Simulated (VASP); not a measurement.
# CuSi16 (a cell with a defect) in VASP: single point with PBE+D3(BJ)

Aim: the single point of CuSi16 (a cell with a defect) with PBE+D3(BJ).

Everything below comes from runs of VASP 6.6.1. Logs are shortened: lines on timing, memory, paths and dates and some standing lists are left out, and cuts for length are marked.

## Step 1: The cell of the first run

The cell holds a defect, 17 atoms: a = 7.679 Å, b = 7.679 Å, c = 7.679 Å, α = 60.00°, β = 60.00°, γ = 60.00°.

## Step 2: Single point, PBE+D3(BJ)

Input file INCAR:

```
SYSTEM = CuSi16
  ALGO = Normal
  EDIFF = 1E-7
  ENCUT = 520
  GGA = PE
  ISIF = 2
  ISMEAR = 0
  IVDW = 12
  LASPH = .True.
  LCHARG = .False.
  LREAL = Auto
  LWAVE = .False.
  NBANDS = 52
  NELECT = 74.0
  NELM = 80
  PREC = Accurate
  SIGMA = 0.02
```

Input file KPOINTS:

```
k-points
0
Gamma
  2 2 2
  0 0 0
```

Input file POSCAR:

```
CuSi16
1.0
    0.0000000000      5.4300000000      5.4300000000
    5.4300000000      0.0000000000      5.4300000000
    5.4300000000      5.4300000000      0.0000000000
Si Cu
16 1
Direct
    0.0038930939     -0.0183396869      0.0111728361
    0.1279324125      0.1224861878      0.1179904236
   -0.0095271639     -0.0011325046      0.5074689687
    0.1229154696      0.1177171271      0.6365300184
   -0.0022573665      0.4946586556      0.0080593923
    0.1279625230      0.6103606814      0.1344360037
    0.0009167587      0.4906521179      0.5082451197
    0.1144683241      0.6244309392      0.6336162063
    0.5103855433      0.0097932781     -0.0303757827
    0.6321883978      0.1222390424      0.1177471455
    0.5033856354     -0.0014653775      0.5074335175
    0.6227080110      0.1560997238      0.5982172192
    0.5002877532      0.4944032228      0.0080842541
    0.6251070902      0.6344396869      0.1158632597
    0.4888570902      0.5269086556      0.4958563536
    0.6282038674      0.6241233886      0.6336305709
    0.3616005525     -0.0625480663      0.3395950276
```

Potentials or basis: VASP PAW PBE potentials, release 64 (Si, Cu).

Command:

```
$ cat potpaw_PBE.64/Si/POTCAR potpaw_PBE.64/Cu/POTCAR > POTCAR
$ mpirun -np 1 vasp_std > vasp.out
```

OUTCAR:

```text
SYSTEM = CuSi16
   EDIFF = 1E-7
   ENCUT = 520
   GGA = PE
   ISIF = 2
   ISMEAR = 0
   IVDW = 12
   LASPH = .True.
   LREAL = Auto
   NELECT = 74.0
   NELM = 80
   PREC = Accurate
 IVDW          = 12

 ion  position               nearest neighbor table
   1  0.004  0.982  0.011-   6 2.33   2 2.33  10 2.33   4 2.35
   2  0.128  0.122  0.118-   1 2.33   5 2.34   9 2.40   3 2.44  17 2.49
   3  0.990  0.999  0.507-  12 2.32   8 2.35  17 2.37   4 2.39   2 2.44
   4  0.123  0.118  0.637-   7 2.34   1 2.35   3 2.39  11 2.39  17 2.63
   5  0.998  0.495  0.008-   6 2.34   2 2.34  14 2.34   8 2.35
   6  0.128  0.610  0.134-   1 2.33   5 2.34  13 2.34   7 2.34
   7  0.001  0.491  0.508-  16 2.34   8 2.34   4 2.34   6 2.34
   8  0.114  0.624  0.634-   7 2.34   3 2.35   5 2.35  15 2.35
   9  0.510  0.010  0.970-  12 2.33  17 2.34  14 2.36  10 2.40   2 2.40
  10  0.632  0.122  0.118-   1 2.33  13 2.34   9 2.40  11 2.44  17 2.49
  11  0.503  0.999  0.507-  12 2.32  16 2.35  17 2.36   4 2.39  10 2.44
  12  0.623  0.156  0.598-  11 2.32   3 2.32  15 2.33   9 2.33
  13  0.500  0.494  0.008-   6 2.34  10 2.34  14 2.34  16 2.35
  14  0.625  0.634  0.116-   5 2.34  13 2.34   9 2.36  15 2.39  17 2.88
  15  0.489  0.527  0.496-  12 2.33  16 2.35   8 2.35  14 2.39  17 2.58
  16  0.628  0.624  0.634-   7 2.34  11 2.35  13 2.35  15 2.35
  17  0.362  0.937  0.340-   9 2.34  11 2.36   3 2.37   2 2.49  10 2.49  15 2.58   4 2.63  14 2.88

  LATTYP: Found a face centered cubic cell.
 ALAT       =    10.8600000000

  Lattice vectors:

 A1 = (   0.0000000000,   5.4300000000,   5.4300000000)
 A2 = (   5.4300000000,   0.0000000000,   5.4300000000)
 A3 = (   5.4300000000,   5.4300000000,   0.0000000000)

Analysis of symmetry for initial positions (statically):
=====================================================================
 Subroutine PRICEL returns:
 Original cell was already a primitive cell.

 Routine SETGRP: Setting up the symmetry group for a
 face centered cubic supercell.

 Subroutine GETGRP returns: Found  1 space group operations
 (whereof  1 operations were pure point group operations)
 out of a pool of 48 trial point group operations.

The static configuration has the point symmetry C_1 .

Analysis of symmetry for dynamics (positions and initial velocities):
=====================================================================
 Subroutine PRICEL returns:
 Original cell was already a primitive cell.

 Routine SETGRP: Setting up the symmetry group for a
 face centered cubic supercell.

 Subroutine GETGRP returns: Found  1 space group operations
 (whereof  1 operations were pure point group operations)
 out of a pool of 48 trial point group operations.

The dynamic configuration has the point symmetry C_1 .

 Subroutine INISYM returns: Found  1 space group operations
 (whereof  1 operations are pure point group operations),
 and found     1 'primitive' translations

----------------------------------------------------------------------------------------

                                     Primitive cell

  volume of cell :     320.2060

  direct lattice vectors                    reciprocal lattice vectors
     0.000000000  5.430000000  5.430000000    -0.092081031  0.092081031  0.092081031
     5.430000000  0.000000000  5.430000000     0.092081031 -0.092081031  0.092081031
     5.430000000  5.430000000  0.000000000     0.092081031  0.092081031 -0.092081031

  length of vectors
     7.679179644  7.679179644  7.679179644     0.159489025  0.159489025  0.159489025

  position of ions in fractional coordinates (direct lattice)
     0.003893094  0.981660313  0.011172836
     0.127932413  0.122486188  0.117990424
     0.990472836  0.998867495  0.507468969
     0.122915470  0.117717127  0.636530018
     0.997742634  0.494658656  0.008059392
     0.127962523  0.610360681  0.134436004
[... 9 lines left out ...]
     0.628203867  0.624123389  0.633630571
     0.361600553  0.937451934  0.339595028

  ion indices of the primitive-cell ions
   primitive index   ion index
                 1           1
                 2           2
                 3           3
                 4           4
                 5           5
                 6           6
[... 9 lines left out ...]
                16          16
                17          17

----------------------------------------------------------------------------------------

 KPOINTS: k-points

Automatic generation of k-mesh.
 Grid dimensions read from file:
 generate k-points for:    2    2    2

 Generating k-lattice:

  Cartesian coordinates                     Fractional coordinates (reciprocal lattice)
    -0.046040516  0.046040516  0.046040516     0.500000000  0.000000000  0.000000000
     0.046040516 -0.046040516  0.046040516     0.000000000  0.500000000  0.000000000
     0.046040516  0.046040516 -0.046040516     0.000000000  0.000000000  0.500000000

  Length of vectors
     0.079744512  0.079744512  0.079744512

  Shift w.r.t. Gamma in fractional coordinates (k-lattice)
     0.000000000  0.000000000  0.000000000

 Subroutine IBZKPT returns following result:
 ===========================================

 Found      8 irreducible k-points:

 Following reciprocal coordinates:
            Coordinates               Weight
  0.000000  0.000000  0.000000      1.000000
  0.500000  0.000000  0.000000      1.000000
  0.000000  0.500000  0.000000      1.000000
  0.000000  0.000000  0.500000      1.000000
  0.500000  0.500000  0.500000      1.000000
  0.500000  0.500000  0.000000      1.000000
  0.000000  0.500000  0.500000      1.000000
  0.500000  0.000000  0.500000      1.000000
   k-points           NKPTS =      8   k-points in BZ     NKDIM =      8   number of bands    NBANDS=     52
   number of dos      NEDOS =    301   number of ions     NIONS =     17
   total plane-waves  NPLWV = 216000
   dimension x,y,z NGX =    60 NGY =   60 NGZ =   60
   dimension x,y,z NGXF=   120 NGYF=  120 NGZF=  120
   ions per type =              16   1
   NGX,Y,Z   is equivalent  to a cutoff of  12.99, 12.99, 12.99 a.u.
   NGXF,Y,Z  is equivalent  to a cutoff of  25.98, 25.98, 25.98 a.u.
 SYSTEM =  CuSi16
   PREC   = accura    normal or accurate (medium, high low for compatibility)
   ISTART =      0    job   : 0-new  1-cont  2-samecut
   ICHARG =      2    charge: 1-file 2-atom 10-const
   ISPIN  =      1    spin polarized calculation?
   LNONCOLLINEAR =      F non collinear calculations
   LSORBIT =      F    spin-orbit coupling
   LASPH  =      T    aspherical Exc in radial PAW
   ENCUT  =  520.0 eV  38.22 Ry    6.18 a.u.  14.28 14.28 14.28*2*pi/ulx,y,z
   NELM   =     80;   NELMIN=  2; NELMDL= -5     # of ELM steps
   EDIFF  = 0.1E-06   stopping-criterion for ELM
   LREAL  =      T    real-space projection
   EDIFFG = 0.1E-05   stopping-criterion for IOM
   NSW    =      0    number of steps for IOM
   IBRION =     -1    ionic relax: 0-MD 1-quasi-New 2-CG
   NFREE  =      0    steps in history (QN), initial steepest desc. (CG)
   ISIF   =      2    stress and relaxation
   ISYM   =      2    0-nonsym 1-usesym 2-fastsym
   POTIM  = 0.5000    time-step for ionic-motion
   TEBEG  =    0.0;   TEEND  =   0.0 temperature during run
   PSTRESS=    0.0 pullay stress
   NELECT =      74.0000    total number of electrons
   NUPDOWN=      -1.0000    fix difference up-down
   EMIN   =  10.00;   EMAX   =-10.00  energy-range for DOS
   EFERMI =   0.00;   METHOD = LEGACY
   ISMEAR =     0;   SIGMA  =   0.02  broadening in eV -4-tet -1-fermi 0-gaus
   EFERMI_NEDOS =   21; number of points for ismear=-14 and -15
   IALGO  =     38    algorithm
   IMIX   =      4    mixing-type and parameters
     AMIX     =   0.40;   BMIX     =  1.00
     AMIX_MAG =   1.60;   BMIX_MAG =  1.00
  volume/ion in A,a.u.               =      18.84       127.11
  Fermi-wavevector in a.u.,A,eV,Ry     =   1.004636  1.898488 13.732283  1.009294
  Thomas-Fermi vector in A             =   2.137265
   LORBIT       =      0    0 simple, 1 ext, 2 COOP (PROOUT), +10 PAW based schemes
   GGA     = PE    functional components
   LHFCALC =     F    Hartree Fock is set to
   AEXX    =    0.0000 exact exchange contribution
   IVDW    =    12    specifies the selected vdW correction
   LEPSILON=     F    determine dielectric tensor
   LRPA    =     F    only Hartree local field effects (RPA)
 non-spin polarized calculation
 Gauss-broadening in eV      SIGMA  =   0.02
  energy-cutoff  :      520.00
  volume of cell :      320.21
 maximum number of plane-waves:      8646
 NGX is ok and might be reduce to    60
   NGX = 29   NGY = 29   NGZ = 29

 number of electron      73.9999997 magnetization

 Free energy of the ion-electron system (eV)
  ---------------------------------------------------
  ext. energy  EPLUGINS =         0.00000000
  ---------------------------------------------------
  free energy    TOTEN  =       -94.22061420 eV

  energy without entropy =      -94.22061420  energy(sigma->0) =      -94.22061420

 E-fermi :   6.3957     XC(G=0):  -9.6084

 val. band max:        6.2851926650   @ k =   0.0000   0.0000   0.0000
 cond. band min:       6.4956685501   @ k =   0.0000   0.0000   0.0000
 fundamental gap:      0.2104758851
 Fermi energy:         6.3956898997

 k-point     1 :       0.0000    0.0000    0.0000
  band No.  band energies     occupation
      1      -5.8954      2.00000
      2      -3.5324      2.00000
      3      -3.5181      2.00000
      4      -3.4853      2.00000
      5      -3.4665      2.00000
      6      -2.0296      2.00000
[... 41 lines left out ...]
     48       8.4686      0.00000
     49       8.6227      0.00000

 k-point     2 :       0.5000    0.0000    0.0000
  band No.  band energies     occupation
      1      -5.2082      2.00000
      2      -4.9551      2.00000
      3      -3.3035      2.00000
      4      -3.2613      2.00000
      5      -3.1596      2.00000
      6      -3.0371      2.00000
[... 304 lines left out ...]
 k-point     8 :       0.5000    0.0000    0.5000
  band No.  band energies     occupation
      1      -4.9349      2.00000
      2      -4.7183      2.00000
      3      -3.8751      2.00000
      4      -3.7788      2.00000
      5      -3.7466      2.00000
      6      -3.7384      2.00000
[... 41 lines left out ...]
     48      10.4847      0.00000
     49      10.5117      0.00000
 [bands above 49 left out]

------------------------ aborting loop because EDIFF is reached ----------------------------------------

 Edisp (eV)   -5.67018

 E8    (eV) :    -2.3518

  FORCE on cell =-STRESS in cart. coord.  units (eV):
  Direction    XX          YY          ZZ          XY          YZ          ZX
  --------------------------------------------------------------------------------------
  -------------------------------------------------------------------------------------
  Total      -7.98626    -7.32423    -7.33489     0.08006     0.58443    -0.07023
  in kB     -39.95991   -36.64739   -36.70071     0.40059     2.92424    -0.35142
  external pressure =      -37.77 kB  Pullay stress =        0.00 kB

 VOLUME and BASIS-vectors are now :
 -----------------------------------------------------------------------------
  energy-cutoff  :      520.00
  volume of cell :      320.21
      direct lattice vectors                 reciprocal lattice vectors
     0.000000000  5.430000000  5.430000000    -0.092081031  0.092081031  0.092081031
     5.430000000  0.000000000  5.430000000     0.092081031 -0.092081031  0.092081031
     5.430000000  5.430000000  0.000000000     0.092081031  0.092081031 -0.092081031

 POSITION                                       TOTAL-FORCE (eV/Angst)
 -----------------------------------------------------------------------------------
      5.39108      0.08181      5.35156        -0.004319     -0.001863     -0.002515
      1.30579      1.33536      1.35977        -0.004410     -0.007581     -0.004944
      8.17941      8.13382     10.80212         0.007325     -0.006262     -0.004651
      4.09556      4.12379      1.30664         0.003566      0.003346      0.001562
      2.72976      5.46151      8.10374        -0.004602      0.001245     -0.001410
      4.04425      1.42482      4.00909        -0.007237      0.002830     -0.003133
[... 9 lines left out ...]
      6.82960      6.85176      6.80014        -0.001300     -0.004629      0.004468
      6.93436      3.80749      7.05386         0.012851     -0.005963     -0.002277
 -----------------------------------------------------------------------------------
    total drift:                                0.010576     -0.003808      0.003639

  FREE ENERGIE OF THE ION-ELECTRON SYSTEM (eV)
  ---------------------------------------------------
  free  energy   TOTEN  =       -99.8907953796 eV

  energy  without entropy=      -99.8907953796  energy(sigma->0) =      -99.89079538
```

Run time: 4.1 min. Hardware: 1 thread of AMD EPYC 9R45 (Zen 5), shared host; peak memory 0.46 GiB.

What came out:

* Free energy: -99.8908 eV
* Largest force: 0.016 eV/Å
* Dispersion energy per atom: -0.334 eV

Forces on the atoms (eV/Å):
```
Si  -0.004 -0.002 -0.003
Si  -0.004 -0.008 -0.005
Si   0.007 -0.006 -0.005
Si   0.004  0.003  0.002
Si  -0.005  0.001 -0.001
Si  -0.007  0.003 -0.003
Si  -0.002  0.002 -0.004
Si  -0.003 -0.005  0.002
Si  -0.003 -0.001  0.002
Si   0.001  0.010  0.004
Si   0.009  0.006  0.012
Si   0.010  0.007 -0.003
Si  -0.005 -0.001 -0.001
Si  -0.003  0.001 -0.002
Si  -0.005 -0.001  0.002
Si  -0.001 -0.005  0.004
Cu   0.013 -0.006 -0.002
```

Caveat: the k points lie up to 0.50 Å⁻¹ apart; the cell carries a net charge on a neutralising background, which shifts energy and pressure; the cell is charged against a uniform background, so pressure and absolute levels hang on convention.
